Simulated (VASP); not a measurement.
# InSb (P4/mmm) in VASP: a series of runs

InSb is run at these levels: PBE; tasks: single point.

Everything below comes from runs of VASP 6.6.1. Logs are shortened: lines on timing, memory, paths and dates and some standing lists are left out, and cuts for length are marked.

**1. The cell of the first run**

Symmetry: P4/mmm, No. 123, tetragonal system. The conventional cell has a = 5.765 Å, b = 5.765 Å, c = 8.864 Å, α = 90.00°, β = 90.00°, γ = 90.00°. Within 3.8 Å of In (site symmetry mmm) lie 2 In at 2.88 Å and 4 Sb at 3.30 Å. Within 3.8 Å of In (site symmetry 4/mmm) lie 4 In at 2.88 Å. Sb (site symmetry 4mm) has 2 Sb at 2.82 to 3.22 Å and 4 In at 3.30 Å within 3.7 Å. Within 3.7 Å of Sb (site symmetry 4/mmm) lie 2 Sb at 2.82 Å.

**2. Single point, PBE**

Input file INCAR:

```
SYSTEM = InSb
PREC = Accurate ; ENCUT = 520
EDIFF = 1E-6 ; ISMEAR = 0
SIGMA = 0.1 ; LREAL = .FALSE.
LASPH = .TRUE. ; NELM = 60
ALGO = Normal ; ISIF = 2
LWAVE = .FALSE. ; LCHARG = .FALSE.
GGA = PE ; NBANDS = 36
```

Input file KPOINTS:

```
regular mesh
0
G
  4 4 2
  0 0 0
```

Input file POSCAR:

```
InSb
1.0
    5.7648342650      0.0000000000      0.0000000000
    0.0000000000      5.7648342650      0.0000000000
    0.0000000000      0.0000000000      8.8641222445
In Sb
3 3
Direct
    0.5000000000      0.0000000000      0.0000000000
    0.0000000000      0.5000000000      0.0000000000
    0.5000000000      0.5000000000      0.0000000000
    0.0000000000      0.0000000000      0.8185200218
    0.0000000000      0.0000000000      0.1814799782
    0.0000000000      0.0000000000      0.5000000000
```

Potentials or basis: VASP PAW PBE potentials, release 64 (In_d, Sb).

On the command line:

```sh
> cat potpaw_PBE.64/In_d/POTCAR potpaw_PBE.64/Sb/POTCAR > POTCAR
> mpirun -np 1 vasp_std > vasp.out
```

OUTCAR:

```text
SYSTEM = InSb
   PREC = Accurate
   ENCUT = 520
   EDIFF = 1E-6
   ISMEAR = 0
   LREAL = .FALSE.
   LASPH = .TRUE.
   NELM = 60
   ISIF = 2
   GGA = PE

 ion  position               nearest neighbor table
   1  0.500  0.000  0.000-   3 2.88   3 2.88   5 3.30   4 3.30   4 3.30   5 3.30
   2  0.000  0.500  0.000-   3 2.88   3 2.88   5 3.30   4 3.30   5 3.30   4 3.30
   3  0.500  0.500  0.000-   1 2.88   2 2.88   1 2.88   2 2.88
   4  0.000  0.000  0.819-   6 2.82   5 3.22   1 3.30   2 3.30   2 3.30   1 3.30
   5  0.000  0.000  0.181-   6 2.82   4 3.22   1 3.30   2 3.30   2 3.30   1 3.30
   6  0.000  0.000  0.500-   4 2.82   5 2.82

  LATTYP: Found a simple tetragonal cell.
 ALAT       =     5.7648342650
 C/A-ratio  =     1.5376196152

  Lattice vectors:

 A1 = (   5.7648342650,   0.0000000000,   0.0000000000)
 A2 = (   0.0000000000,   5.7648342650,   0.0000000000)
 A3 = (   0.0000000000,   0.0000000000,   8.8641222445)

Analysis of symmetry for initial positions (statically):
=====================================================================
 Subroutine PRICEL returns:
 Original cell was already a primitive cell.

 Routine SETGRP: Setting up the symmetry group for a
 simple tetragonal supercell.

 Subroutine GETGRP returns: Found 16 space group operations
 (whereof 16 operations were pure point group operations)
 out of a pool of 16 trial point group operations.

The static configuration has the point symmetry D_4h.

Analysis of symmetry for dynamics (positions and initial velocities):
=====================================================================
 Subroutine PRICEL returns:
 Original cell was already a primitive cell.

 Routine SETGRP: Setting up the symmetry group for a
 simple tetragonal supercell.

 Subroutine GETGRP returns: Found 16 space group operations
 (whereof 16 operations were pure point group operations)
 out of a pool of 16 trial point group operations.

The dynamic configuration has the point symmetry D_4h.

 Subroutine INISYM returns: Found 16 space group operations
 (whereof 16 operations are pure point group operations),
 and found     1 'primitive' translations

----------------------------------------------------------------------------------------

                                     Primitive cell

  volume of cell :     294.5842

  direct lattice vectors                    reciprocal lattice vectors
     5.764834265  0.000000000  0.000000000     0.173465525  0.000000000  0.000000000
     0.000000000  5.764834265  0.000000000     0.000000000  0.173465525  0.000000000
     0.000000000  0.000000000  8.864122245     0.000000000  0.000000000  0.112814329

  length of vectors
     5.764834265  5.764834265  8.864122245     0.173465525  0.173465525  0.112814329

  position of ions in fractional coordinates (direct lattice)
     0.500000000  0.000000000  0.000000000
     0.000000000  0.500000000  0.000000000
     0.500000000  0.500000000  0.000000000
     0.000000000  0.000000000  0.818520022
     0.000000000  0.000000000  0.181479978
     0.000000000  0.000000000  0.500000000

  ion indices of the primitive-cell ions
   primitive index   ion index
                 1           1
                 2           2
                 3           3
                 4           4
                 5           5
                 6           6

----------------------------------------------------------------------------------------

 KPOINTS: regular mesh

Automatic generation of k-mesh.
 Grid dimensions read from file:
 generate k-points for:    4    4    2

 Generating k-lattice:

  Cartesian coordinates                     Fractional coordinates (reciprocal lattice)
     0.043366381  0.000000000  0.000000000     0.250000000  0.000000000  0.000000000
     0.000000000  0.043366381  0.000000000     0.000000000  0.250000000  0.000000000
     0.000000000  0.000000000  0.056407164     0.000000000  0.000000000  0.500000000

  Length of vectors
     0.043366381  0.043366381  0.056407164

  Shift w.r.t. Gamma in fractional coordinates (k-lattice)
     0.000000000  0.000000000  0.000000000

 Subroutine IBZKPT returns following result:
 ===========================================

 Found     12 irreducible k-points:

 Following reciprocal coordinates:
            Coordinates               Weight
  0.000000  0.000000  0.000000      1.000000
  0.250000  0.000000  0.000000      4.000000
  0.500000  0.000000  0.000000      2.000000
  0.250000  0.250000  0.000000      4.000000
  0.500000  0.250000  0.000000      4.000000
  0.500000  0.500000  0.000000      1.000000
  0.000000  0.000000  0.500000      1.000000
  0.250000  0.000000  0.500000      4.000000
  0.500000  0.000000  0.500000      2.000000
  0.250000  0.250000  0.500000      4.000000
  0.500000  0.250000  0.500000      4.000000
  0.500000  0.500000  0.500000      1.000000
   k-points           NKPTS =     12   k-points in BZ     NKDIM =     12   number of bands    NBANDS=     36
   number of dos      NEDOS =    301   number of ions     NIONS =      6
   total plane-waves  NPLWV = 161280
   dimension x,y,z NGX =    48 NGY =   48 NGZ =   70
   dimension x,y,z NGXF=    96 NGYF=   96 NGZF=  140
   ions per type =               3   3
   NGX,Y,Z   is equivalent  to a cutoff of  13.84, 13.84, 13.13 a.u.
   NGXF,Y,Z  is equivalent  to a cutoff of  27.68, 27.68, 26.26 a.u.
 SYSTEM =  InSb
   PREC   = accura    normal or accurate (medium, high low for compatibility)
   ISTART =      0    job   : 0-new  1-cont  2-samecut
   ICHARG =      2    charge: 1-file 2-atom 10-const
   ISPIN  =      1    spin polarized calculation?
   LNONCOLLINEAR =      F non collinear calculations
   LSORBIT =      F    spin-orbit coupling
   LASPH  =      T    aspherical Exc in radial PAW
   ENCUT  =  520.0 eV  38.22 Ry    6.18 a.u.  10.72 10.72 16.48*2*pi/ulx,y,z
   NELM   =     60;   NELMIN=  2; NELMDL= -5     # of ELM steps
   EDIFF  = 0.1E-05   stopping-criterion for ELM
   LREAL  =      F    real-space projection
   EDIFFG = 0.1E-04   stopping-criterion for IOM
   NSW    =      0    number of steps for IOM
   IBRION =     -1    ionic relax: 0-MD 1-quasi-New 2-CG
   NFREE  =      0    steps in history (QN), initial steepest desc. (CG)
   ISIF   =      2    stress and relaxation
   ISYM   =      2    0-nonsym 1-usesym 2-fastsym
   POTIM  = 0.5000    time-step for ionic-motion
   TEBEG  =    0.0;   TEEND  =   0.0 temperature during run
   PSTRESS=    0.0 pullay stress
   NELECT =      54.0000    total number of electrons
   NUPDOWN=      -1.0000    fix difference up-down
   EMIN   =  10.00;   EMAX   =-10.00  energy-range for DOS
   EFERMI =   0.00;   METHOD = LEGACY
   ISMEAR =     0;   SIGMA  =   0.10  broadening in eV -4-tet -1-fermi 0-gaus
   EFERMI_NEDOS =   21; number of points for ismear=-14 and -15
   IALGO  =     38    algorithm
   IMIX   =      4    mixing-type and parameters
     AMIX     =   0.40;   BMIX     =  1.00
     AMIX_MAG =   1.60;   BMIX_MAG =  1.00
  volume/ion in A,a.u.               =      49.10       331.33
  Fermi-wavevector in a.u.,A,eV,Ry     =   0.929971  1.757391 11.766957  0.864847
  Thomas-Fermi vector in A             =   2.056311
   LORBIT       =      0    0 simple, 1 ext, 2 COOP (PROOUT), +10 PAW based schemes
   GGA     = PE    functional components
   LHFCALC =     F    Hartree Fock is set to
   AEXX    =    0.0000 exact exchange contribution
   IVDW    =     0    specifies the selected vdW correction
   LEPSILON=     F    determine dielectric tensor
   LRPA    =     F    only Hartree local field effects (RPA)
 non-spin polarized calculation
 Gauss-broadening in eV      SIGMA  =   0.10
  energy-cutoff  :      520.00
  volume of cell :      294.58
 maximum number of plane-waves:      7976
 NGX is ok and might be reduce to    48
   NGX = 21   NGY = 21   NGZ = 33

 number of electron      53.9999990 magnetization

 Free energy of the ion-electron system (eV)
  ---------------------------------------------------
  ext. energy  EPLUGINS =         0.00000000
  ---------------------------------------------------
  free energy    TOTEN  =       -17.49709004 eV

  energy without entropy =      -17.46001484  energy(sigma->0) =      -17.47855244

 E-fermi :   2.1352     XC(G=0):  -6.9437

 val. band max:        2.1095150880   @ k =   0.5000   0.0000   0.0000
 cond. band min:       2.1487469958   @ k =   0.0000   0.0000   0.5000
 fundamental gap:      0.0392319078
 Fermi energy:         2.1351921291

 k-point     1 :       0.0000    0.0000    0.0000
  band No.  band energies     occupation
      1     -13.1125      2.00000
      2     -12.9702      2.00000
      3     -12.7896      2.00000
      4     -12.7896      2.00000
      5     -12.7878      2.00000
      6     -12.3145      2.00000
[... 28 lines left out ...]
     35       7.1219      0.00000
     36       7.2644      0.00000

 k-point     2 :       0.2500    0.0000    0.0000
  band No.  band energies     occupation
      1     -13.0668      2.00000
      2     -12.9063      2.00000
      3     -12.7889      2.00000
      4     -12.7583      2.00000
      5     -12.7569      2.00000
      6     -12.3051      2.00000
[... 28 lines left out ...]
     35       6.5453      0.00000
     36       6.9172      0.00000

 k-point     3 :       0.5000    0.0000    0.0000
  band No.  band energies     occupation
      1     -13.0462      2.00000
      2     -12.7881      2.00000
      3     -12.7678      2.00000
      4     -12.7215      2.00000
      5     -12.7212      2.00000
      6     -12.3809      2.00000
[... 28 lines left out ...]
     35       6.7754      0.00000
     36       7.0155      0.00000
[... 274 lines left out ...]
 k-point    11 :       0.5000    0.2500    0.5000
  band No.  band energies     occupation
      1     -12.9308      2.00000
      2     -12.7665      2.00000
      3     -12.7567      2.00000
      4     -12.7207      2.00000
      5     -12.6866      2.00000
      6     -12.3805      2.00000
[... 28 lines left out ...]
     35       6.0582      0.00000
     36       6.4894      0.00000

 k-point    12 :       0.5000    0.5000    0.5000
  band No.  band energies     occupation
      1     -12.7770      2.00000
      2     -12.7391      2.00000
      3     -12.7198      2.00000
      4     -12.7198      2.00000
      5     -12.6443      2.00000
      6     -12.3824      2.00000
[... 28 lines left out ...]
     35       6.8567      0.00000
     36       6.8699      0.00000

------------------------ aborting loop because EDIFF is reached ----------------------------------------

  FORCE on cell =-STRESS in cart. coord.  units (eV):
  Direction    XX          YY          ZZ          XY          YZ          ZX
  --------------------------------------------------------------------------------------
  -------------------------------------------------------------------------------------
  Total       -0.0978263     -0.0978263     -0.4822454      0.0000000      0.0000000      0.0000000
  in kB       -0.5320551     -0.5320551     -2.6228251      0.0000000      0.0000000      0.0000000
  external PRESSURE =      -1.2289784 kB  Pullay stress =       0.0000000 kB

 VOLUME and BASIS-vectors are now :
 -----------------------------------------------------------------------------
  energy-cutoff  :      520.00
  volume of cell :      294.58
      direct lattice vectors                 reciprocal lattice vectors
     5.764834265  0.000000000  0.000000000     0.173465525  0.000000000  0.000000000
     0.000000000  5.764834265  0.000000000     0.000000000  0.173465525  0.000000000
     0.000000000  0.000000000  8.864122245     0.000000000  0.000000000  0.112814329

 POSITION                                       TOTAL-FORCE (eV/Angst)
 -----------------------------------------------------------------------------------
      2.88242      0.00000      0.00000         0.000000     -0.000000      0.000000
      0.00000      2.88242      0.00000         0.000000     -0.000000      0.000000
      2.88242      2.88242      0.00000         0.000000     -0.000000      0.000000
      0.00000      0.00000      7.25546        -0.000000      0.000000     -0.025050
      0.00000      0.00000      1.60866         0.000000      0.000000      0.025050
      0.00000      0.00000      4.43206         0.000000     -0.000000      0.000000
 -----------------------------------------------------------------------------------
    total drift:                                0.000000      0.000000      0.000000

  FREE ENERGIE OF THE ION-ELECTRON SYSTEM (eV)
  ---------------------------------------------------
  free  energy   TOTEN  =       -17.4970900394 eV

  energy  without entropy=      -17.4600148435  energy(sigma->0) =      -17.47855244
```

Run time: 3.3 min. Hardware: 1 thread of Intel Xeon 6975P-C, shared host; peak memory 0.45 GiB.

Results:

| Property | Result |
| --- | --- |
| Free energy | -17.4971 eV |
| Pressure | -0.1 GPa |
| Largest force | 0.025 eV/Å |
| Band gap on the k mesh | zero (band 27 reaches 2.88 eV, above the bottom of band 28 at 1.98 eV) |

Forces in eV/Å, atoms in the order of the input:
```
In   0.000  0.000  0.000
In   0.000  0.000  0.000
In   0.000  0.000  0.000
Sb   0.000  0.000 -0.025
Sb   0.000  0.000  0.025
Sb   0.000  0.000  0.000
```

Stress tensor (GPa, compression positive):
```
-0.05  0.00  0.00
 0.00 -0.05  0.00
 0.00  0.00 -0.26
```

Levels at points of the mesh, in eV from the Fermi level:
| k point | band 25 | band 26 | band 27 | band 28 | band 29 | band 30 |
| --- | --- | --- | --- | --- | --- | --- |
| (0.00, 0.00, 0.00) | -0.59 | -0.59 | -0.16 | -0.16 | 0.22 | 0.51 |
| (0.50, 0.00, 0.00) | -1.32 | -0.93 | -0.80 | -0.09 | -0.03 | 1.74 |
| (0.50, 0.50, 0.00) | -1.18 | -0.99 | -0.99 | 1.02 | 1.62 | 1.62 |
| (0.00, 0.00, 0.50) | -1.10 | -0.11 | 0.01 | 0.01 | 0.42 | 1.15 |
| (0.50, 0.00, 0.50) | -1.32 | -1.04 | -0.07 | 0.97 | 1.20 | 1.55 |
| (0.50, 0.50, 0.50) | 0.20 | 0.20 | 0.75 | 0.75 | 0.97 | 2.85 |

Caveat: spin-orbit coupling is left out, which moves the levels of the heavy elements.

**3. Single point, PBE**

This run uses another cell than the first one, of 31.99 Å³/atom, 0.652 times its volume.

Input file INCAR:

```
PREC = Accurate
ENCUT = 520
EDIFF = 1E-7
ISMEAR = 0
SIGMA = 0.1
LREAL = False
LASPH = True
NELM = 80
ALGO = Normal
ISIF = 2
LWAVE = False
LCHARG = True
GGA = PE
LELF = True
LVHAR = True
NBANDS = 36
```

Input file KPOINTS:

```
Automatic mesh
0
Gamma
  4 4 2
```

Input file POSCAR:

```
InSb
1.0
    4.4570755500      0.0000000000      0.0000000000
    0.0000000000      4.4570755500      0.0000000000
    0.0000000000      0.0000000000      9.6611807400
In Sb
3 3
Direct
    0.5000000000      0.0000000000      0.0000000000
    0.0000000000      0.5000000000      0.0000000000
    0.5000000000      0.5000000000      0.0000000000
    0.0000000000      0.0000000000      0.7755737100
    0.0000000000      0.0000000000      0.2244262900
    0.0000000000      0.0000000000      0.5000000000
```

Potentials or basis: VASP PAW PBE potentials, release 64 (In_d, Sb).

On the command line:

```sh
> cat potpaw_PBE.64/In_d/POTCAR potpaw_PBE.64/Sb/POTCAR > POTCAR
> mpirun -np 1 vasp_std > vasp.out
```

It took 1.9 min on 1 thread of Intel Xeon 6975P-C, shared host; peak memory 0.32 GiB.

Results (log left out):

| Property | Result |
| --- | --- |
| Free energy | -8.6118 eV |
| Pressure | 27.7 GPa |
| Largest force | 0.404 eV/Å |
| Band gap on the k mesh | zero (band 27 reaches 6.32 eV, above the bottom of band 28 at 5.46 eV) |

Forces on the atoms (eV/Å):
```
In   0.000  0.000  0.000
In   0.000  0.000  0.000
In   0.000  0.000  0.000
Sb   0.000  0.000 -0.404
Sb   0.000  0.000  0.404
Sb   0.000  0.000  0.000
```

Stress tensor (GPa, compression positive):
```
38.06  0.00  0.00
 0.00 38.06  0.00
 0.00  0.00  6.84
```

Levels at points of the mesh, in eV from the Fermi level:
| k point | band 24 | band 25 | band 26 | band 27 | band 28 | band 29 | band 30 | band 31 |
| --- | --- | --- | --- | --- | --- | --- | --- | --- |
| (0.00, 0.00, 0.00) | -0.53 | -0.48 | -0.48 | -0.24 | -0.24 | -0.16 | 1.85 | 1.85 |
| (0.50, 0.00, 0.00) | -2.09 | -1.58 | -0.30 | -0.04 | 0.03 | 0.70 | 1.61 | 1.80 |
| (0.50, 0.50, 0.00) | -2.87 | -2.54 | -1.87 | -1.87 | 0.10 | 1.29 | 1.29 | 3.50 |
| (0.00, 0.00, 0.50) | -1.76 | -0.96 | -0.96 | 0.60 | 0.60 | 1.29 | 1.51 | 1.51 |
| (0.50, 0.00, 0.50) | -1.49 | -1.43 | -1.37 | -0.71 | 0.08 | 1.09 | 1.76 | 1.93 |
| (0.50, 0.50, 0.50) | -3.20 | -0.73 | -0.73 | -0.25 | -0.25 | 0.08 | 1.11 | 1.12 |

Caveat: spin-orbit coupling is left out, which moves the levels of the heavy elements.
